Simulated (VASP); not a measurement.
# TiC (Fm-3m) in VASP: single point with PBE

Aim: the single point of TiC with PBE.

Everything below comes from runs of VASP 6.6.1. Logs are shortened: lines on timing, memory, paths and dates and some standing lists are left out, and cuts for length are marked.

## (1) The cell of the first run

It takes space group Fm-3m (No. 225, cubic). Conventional cell: a = 4.319 Å, b = 4.319 Å, c = 4.319 Å, α = 90.00°, β = 90.00°, γ = 90.00°. Ti (site symmetry m-3m) has 6 C at 2.16 Å within 2.9 Å. Within 2.9 Å of C (site symmetry m-3m) lie 6 Ti at 2.16 Å.

## (2) Single point, PBE

The input, INCAR:

```
ALGO = Normal ; EDIFF = 1E-6
ENCUT = 600 ; GGA = PE
GGA_COMPAT = F ; ISIF = 2
ISMEAR = -1 ; LASPH = T
LCHARG = T ; LELF = T
LREAL = F ; LVHAR = T
LWAVE = F ; NBANDS = 78
NELM = 120 ; PREC = Accurate
SIGMA = 0.15
```

The input, KPOINTS:

```
k-points
0
Gamma
  3 3 3
```

The input, POSCAR:

```
TiC
1.0
    0.0000000000      4.3186000000      4.3186000000
    4.3186000000      0.0000000000      4.3186000000
    4.3186000000      4.3186000000      0.0000000000
Ti C
8 8
Direct
    0.0000000000      0.0000000000      0.0000000000
    0.0000000000      0.0000000000      0.5000000000
    0.0000000000      0.5000000000      0.0000000000
    0.0000000000      0.5000000000      0.5000000000
    0.5000000000      0.0000000000      0.0000000000
    0.5000000000      0.0000000000      0.5000000000
    0.5000000000      0.5000000000      0.0000000000
    0.5000000000      0.5000000000      0.5000000000
    0.2500000000      0.2500000000      0.2500000000
    0.2500000000      0.2500000000      0.7500000000
    0.2500000000      0.7500000000      0.2500000000
    0.2500000000      0.7500000000      0.7500000000
    0.7500000000      0.2500000000      0.2500000000
    0.7500000000      0.2500000000      0.7500000000
    0.7500000000      0.7500000000      0.2500000000
    0.7500000000      0.7500000000      0.7500000000
```

Potentials or basis: VASP PAW PBE potentials, release 64 (Ti_sv, C).

On the command line:

```bash
cat potpaw_PBE.64/Ti_sv/POTCAR potpaw_PBE.64/C/POTCAR > POTCAR
mpirun -np 1 vasp_std > vasp.out
```

OUTCAR:

```text
EDIFF = 1E-6
   ENCUT = 600
   GGA = PE
   ISIF = 2
   ISMEAR = -1
   LASPH = T
   LREAL = F
   NELM = 120
   PREC = Accurate

 ion  position               nearest neighbor table
   1  0.000  0.000  0.000-  10 2.16  11 2.16  12 2.16  13 2.16  14 2.16  15 2.16
   2  0.000  0.000  0.500-   9 2.16  11 2.16  12 2.16  13 2.16  14 2.16  16 2.16
   3  0.000  0.500  0.000-   9 2.16  10 2.16  12 2.16  13 2.16  15 2.16  16 2.16
   4  0.000  0.500  0.500-   9 2.16  10 2.16  11 2.16  14 2.16  15 2.16  16 2.16
   5  0.500  0.000  0.000-   9 2.16  10 2.16  11 2.16  14 2.16  15 2.16  16 2.16
   6  0.500  0.000  0.500-   9 2.16  10 2.16  12 2.16  13 2.16  15 2.16  16 2.16
[... 8 lines left out ...]
  15  0.750  0.750  0.250-   1 2.16   3 2.16   4 2.16   5 2.16   6 2.16   8 2.16
  16  0.750  0.750  0.750-   2 2.16   3 2.16   4 2.16   5 2.16   6 2.16   7 2.16

  LATTYP: Found a face centered cubic cell.
 ALAT       =     8.6372000000

  Lattice vectors:

 A1 = (   0.0000000000,   4.3186000000,   4.3186000000)
 A2 = (   4.3186000000,   0.0000000000,   4.3186000000)
 A3 = (   4.3186000000,   4.3186000000,   0.0000000000)

Analysis of symmetry for initial positions (statically):
=====================================================================
 Subroutine PRICEL returns following result:

  LATTYP: Found a face centered cubic cell.
 ALAT       =     4.3186000000

  Lattice vectors:

 A1 = (   0.0000000000,   2.1593000000,   2.1593000000)
 A2 = (   2.1593000000,   0.0000000000,   2.1593000000)
 A3 = (   2.1593000000,   2.1593000000,   0.0000000000)

   8 primitive cells build up your supercell.

 Routine SETGRP: Setting up the symmetry group for a
 face centered cubic supercell.

 Subroutine GETGRP returns: Found 48 space group operations
 (whereof 48 operations were pure point group operations)
 out of a pool of 48 trial point group operations.

The static configuration has the point symmetry O_h .

Analysis of symmetry for dynamics (positions and initial velocities):
=====================================================================
 Subroutine PRICEL returns following result:

  LATTYP: Found a face centered cubic cell.
 ALAT       =     4.3186000000

  Lattice vectors:

 A1 = (   0.0000000000,   2.1593000000,   2.1593000000)
 A2 = (   2.1593000000,   0.0000000000,   2.1593000000)
 A3 = (   2.1593000000,   2.1593000000,   0.0000000000)

   8 primitive cells build up your supercell.

 Routine SETGRP: Setting up the symmetry group for a
 face centered cubic supercell.

 Subroutine GETGRP returns: Found 48 space group operations
 (whereof 48 operations were pure point group operations)
 out of a pool of 48 trial point group operations.

The dynamic configuration has the point symmetry O_h .

 Subroutine INISYM returns: Found 48 space group operations
 (whereof 48 operations are pure point group operations),
 and found     8 'primitive' translations

----------------------------------------------------------------------------------------

                                     Primitive cell

  volume of cell :      20.1358

  direct lattice vectors                    reciprocal lattice vectors
     0.000000000  2.159300000  2.159300000    -0.231556523  0.231556523  0.231556523
     2.159300000  0.000000000  2.159300000     0.231556523 -0.231556523  0.231556523
     2.159300000  2.159300000  0.000000000     0.231556523  0.231556523 -0.231556523

  length of vectors
     3.053711345  3.053711345  3.053711345     0.401067663  0.401067663  0.401067663

  position of ions in fractional coordinates (direct lattice)
     0.000000000  0.000000000  0.000000000
     0.500000000  0.500000000  0.500000000

  ion indices of the primitive-cell ions
   primitive index   ion index
                 1           1
                 2           9

----------------------------------------------------------------------------------------

 KPOINTS: k-points

Automatic generation of k-mesh.
 Grid dimensions read from file:
 generate k-points for:    3    3    3

 Generating k-lattice:

  Cartesian coordinates                     Fractional coordinates (reciprocal lattice)
    -0.038592754  0.038592754  0.038592754     0.333333333  0.000000000  0.000000000
     0.038592754 -0.038592754  0.038592754     0.000000000  0.333333333  0.000000000
     0.038592754  0.038592754 -0.038592754     0.000000000  0.000000000  0.333333333

  Length of vectors
     0.066844610  0.066844610  0.066844610

  Shift w.r.t. Gamma in fractional coordinates (k-lattice)
     0.000000000  0.000000000  0.000000000

 Subroutine IBZKPT returns following result:
 ===========================================

 Found      4 irreducible k-points:

 Following reciprocal coordinates:
            Coordinates               Weight
  0.000000  0.000000  0.000000      1.000000
  0.333333  0.000000  0.000000      8.000000
  0.333333  0.333333  0.000000      6.000000
 -0.333333  0.333333  0.000000     12.000000
   k-points           NKPTS =      4   k-points in BZ     NKDIM =      4   number of bands    NBANDS=     78
   number of dos      NEDOS =    301   number of ions     NIONS =     16
   total plane-waves  NPLWV = 125000
   dimension x,y,z NGX =    50 NGY =   50 NGZ =   50
   dimension x,y,z NGXF=   100 NGYF=  100 NGZF=  100
   ions per type =               8   8
   NGX,Y,Z   is equivalent  to a cutoff of  13.61, 13.61, 13.61 a.u.
   NGXF,Y,Z  is equivalent  to a cutoff of  27.22, 27.22, 27.22 a.u.
 SYSTEM =  unknown system
   PREC   = accura    normal or accurate (medium, high low for compatibility)
   ISTART =      0    job   : 0-new  1-cont  2-samecut
   ICHARG =      2    charge: 1-file 2-atom 10-const
   ISPIN  =      1    spin polarized calculation?
   LNONCOLLINEAR =      F non collinear calculations
   LSORBIT =      F    spin-orbit coupling
   LASPH  =      T    aspherical Exc in radial PAW
   ENCUT  =  600.0 eV  44.10 Ry    6.64 a.u.  12.20 12.20 12.20*2*pi/ulx,y,z
   NELM   =    120;   NELMIN=  2; NELMDL= -5     # of ELM steps
   EDIFF  = 0.1E-05   stopping-criterion for ELM
   LREAL  =      F    real-space projection
   EDIFFG = 0.1E-04   stopping-criterion for IOM
   NSW    =      0    number of steps for IOM
   IBRION =     -1    ionic relax: 0-MD 1-quasi-New 2-CG
   NFREE  =      0    steps in history (QN), initial steepest desc. (CG)
   ISIF   =      2    stress and relaxation
   ISYM   =      2    0-nonsym 1-usesym 2-fastsym
   POTIM  = 0.5000    time-step for ionic-motion
   TEBEG  =    0.0;   TEEND  =   0.0 temperature during run
   PSTRESS=    0.0 pullay stress
   NELECT =     128.0000    total number of electrons
   NUPDOWN=      -1.0000    fix difference up-down
   EMIN   =  10.00;   EMAX   =-10.00  energy-range for DOS
   EFERMI =   0.00;   METHOD = LEGACY
   ISMEAR =    -1;   SIGMA  =   0.15  broadening in eV -4-tet -1-fermi 0-gaus
   EFERMI_NEDOS =   21; number of points for ismear=-14 and -15
   IALGO  =     38    algorithm
   IMIX   =      4    mixing-type and parameters
     AMIX     =   0.40;   BMIX     =  1.00
     AMIX_MAG =   1.60;   BMIX_MAG =  1.00
  volume/ion in A,a.u.               =      10.07        67.94
  Fermi-wavevector in a.u.,A,eV,Ry     =   1.516323  2.865436 31.283015  2.299237
  Thomas-Fermi vector in A             =   2.625728
   LORBIT       =      0    0 simple, 1 ext, 2 COOP (PROOUT), +10 PAW based schemes
   GGA     = PE    functional components
   LHFCALC =     F    Hartree Fock is set to
   AEXX    =    0.0000 exact exchange contribution
   IVDW    =     0    specifies the selected vdW correction
   LEPSILON=     F    determine dielectric tensor
   LRPA    =     F    only Hartree local field effects (RPA)
 non-spin polarized calculation
  energy-cutoff  :      600.00
  volume of cell :      161.09
 maximum number of plane-waves:      5396
 NGX is ok and might be reduce to    50
   NGX = 25   NGY = 25   NGZ = 25

 number of electron     127.9999989 magnetization

 Free energy of the ion-electron system (eV)
  ---------------------------------------------------
  ext. energy  EPLUGINS =         0.00000000
  ---------------------------------------------------
  free energy    TOTEN  =      -149.70628345 eV

  energy without entropy =     -149.46220799  energy(sigma->0) =     -149.58424572

 E-fermi :   9.4516     XC(G=0): -12.7436

 val. band max:        9.3086733055   @ k =   0.3333   0.3333   0.0000
 cond. band min:       9.4890950757   @ k =   0.0000   0.0000   0.0000
 fundamental gap:      0.1804217702
 Fermi energy:         9.4515569610

 k-point     1 :       0.0000    0.0000    0.0000
  band No.  band energies     occupation
      1     -47.0412      2.00000
      2     -46.9654      2.00000
      3     -46.9654      2.00000
      4     -46.9654      2.00000
      5     -46.9654      2.00000
      6     -46.9404      2.00000
[... 68 lines left out ...]
     75      12.2619      0.00000
     76      12.4709      0.00000

 k-point     2 :       0.3333    0.0000    0.0000
  band No.  band energies     occupation
      1     -47.0224      2.00000
      2     -46.9845      2.00000
      3     -46.9592      2.00000
      4     -46.9592      2.00000
      5     -46.9592      2.00000
      6     -46.9466      2.00000
[... 68 lines left out ...]
     75      11.9825      0.00000
     76      12.5932      0.00000

 k-point     3 :       0.3333    0.3333    0.0000
  band No.  band energies     occupation
      1     -47.0161      2.00000
      2     -46.9657      2.00000
      3     -46.9655      2.00000
      4     -46.9655      2.00000
      5     -46.9655      2.00000
      6     -46.9655      2.00000
[... 68 lines left out ...]
     75      12.4797      0.00000
     76      12.4797      0.00000

 k-point     4 :      -0.3333    0.3333    0.0000
  band No.  band energies     occupation
      1     -46.9972      2.00000
      2     -46.9846      2.00000
      3     -46.9846      2.00000
      4     -46.9593      2.00000
      5     -46.9593      2.00000
      6     -46.9466      2.00000
[... 68 lines left out ...]
     75      12.1826      0.00000
     76      12.2128      0.00000
 [bands above 76 left out]

------------------------ aborting loop because EDIFF is reached ----------------------------------------

  FORCE on cell =-STRESS in cart. coord.  units (eV):
  Direction    XX          YY          ZZ          XY          YZ          ZX
  --------------------------------------------------------------------------------------
  -------------------------------------------------------------------------------------
  Total        2.7828029      2.7828029      2.7828029      0.0000000      0.0000000     -0.0000000
  in kB       27.6779615     27.6779615     27.6779615      0.0000000      0.0000000     -0.0000000
  external PRESSURE =      27.6779615 kB  Pullay stress =       0.0000000 kB

 VOLUME and BASIS-vectors are now :
 -----------------------------------------------------------------------------
  energy-cutoff  :      600.00
  volume of cell :      161.09
      direct lattice vectors                 reciprocal lattice vectors
     0.000000000  4.318600000  4.318600000    -0.115778261  0.115778261  0.115778261
     4.318600000  0.000000000  4.318600000     0.115778261 -0.115778261  0.115778261
     4.318600000  4.318600000  0.000000000     0.115778261  0.115778261 -0.115778261

 POSITION                                       TOTAL-FORCE (eV/Angst)
 -----------------------------------------------------------------------------------
      0.00000      0.00000      0.00000        -0.000000     -0.000000      0.000000
      2.15930      2.15930      0.00000         0.000000     -0.000000     -0.000000
      2.15930      0.00000      2.15930        -0.000000      0.000000      0.000000
      4.31860      2.15930      2.15930         0.000000      0.000000     -0.000000
      0.00000      2.15930      2.15930        -0.000000      0.000000     -0.000000
      2.15930      4.31860      2.15930        -0.000000      0.000000      0.000000
[... 8 lines left out ...]
      4.31860      4.31860      6.47790         0.000000     -0.000000     -0.000000
      6.47790      6.47790      6.47790         0.000000      0.000000     -0.000000
 -----------------------------------------------------------------------------------
    total drift:                                0.000000     -0.000000      0.000000

  FREE ENERGIE OF THE ION-ELECTRON SYSTEM (eV)
  ---------------------------------------------------
  free  energy   TOTEN  =      -149.7062834547 eV

  energy  without entropy=     -149.4622079925  energy(sigma->0) =     -149.58424572
```

Wall time 97 s (1 thread of AMD EPYC 7R13 (Zen 3), shared host); peak memory 0.32 GiB.

What came out:

| Quantity | Value |
| --- | --- |
| Free energy | -149.7063 eV |
| Pressure | 2.8 GPa |
| Band gap on the k mesh | zero (bands 64 and 65 overlap by 0.18 eV) |

Levels at points of the mesh, in eV from the Fermi level:
| k point | band 60 | band 61 | band 62 | band 63 | band 64 | band 65 | band 66 | band 67 | band 68 | band 69 |
| --- | --- | --- | --- | --- | --- | --- | --- | --- | --- | --- |
| (0.00, 0.00, 0.00) | 0.04 | 0.04 | 0.04 | 0.04 | 0.04 | 0.77 | 0.77 | 0.77 | 1.75 | 1.75 |

Caveat: the k points lie up to 0.42 Å⁻¹ apart.
